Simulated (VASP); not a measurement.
Crystal: ZnGe2.

```
Zn Ge
1.0
     5.46899    0.00000    0.00000
     0.00000    5.46899    0.00000
     0.00000    0.00000    3.52258
Zn Ge
2 4
Direct
  0.00000 0.00000 0.00000
  0.50000 0.50000 0.50000
  0.30600 0.30600 0.00000
  0.19400 0.80600 0.50000
  0.69400 0.69400 0.00000
  0.80600 0.19400 0.50000
```

- Program: VASP 6.6.1
- Task: relaxation of cell and atoms
- Functional: PBE
- Potentials or basis: VASP PAW PBE potentials, release 64 (Zn, Ge_d)
- Cutoff: 600 eV
- k mesh: 4 × 4 × 6
- Occupations: gaussian, width 0.1 eV
- Spin: no spin polarisation

At the start: pressure 21.7 GPa; volume 17.56 Å³/atom.

Where does the relaxation end?

Over 8 steps the energy falls by 293.9 meV/atom and the volume is 22.10 Å³/atom (+25.9 %); space group P4_2/mnm (No. 136, to 0.05 Å).

Step by step:
```
step  energy change (eV)  largest force (eV/Å)  pressure (GPa)  volume (Å³)
   1              0.0000                1.3012           21.68       105.36
   2             -1.5532                0.2859           -4.00       145.65
   3             -1.7387                0.0988            0.16       132.37
   4             -1.7393                0.1185           -0.21       133.30
   5             -1.7497                0.1351           -0.12       132.98
   6             -1.7557                0.1612            0.08       132.45
   7             -1.7614                0.0810            0.06       132.54
   8             -1.7635                0.0035            0.05       132.63
```

Final structure:
```
CELL_PARAMETERS angstrom
5.73985 0.00000 0.00000
0.00000 5.73985 0.00000
0.00000 0.00000 4.02562
ATOMIC_POSITIONS crystal
Zn 0.00000 0.00000 0.00000
Zn 0.50000 0.50000 0.50000
Ge 0.30478 0.30478 0.00000
Ge 0.19522 0.80478 0.50000
Ge 0.69522 0.69522 0.00000
Ge 0.80478 0.19522 0.50000
```

Caveat: the volume moved by over 15 % at a fixed basis, so the end points are rough.
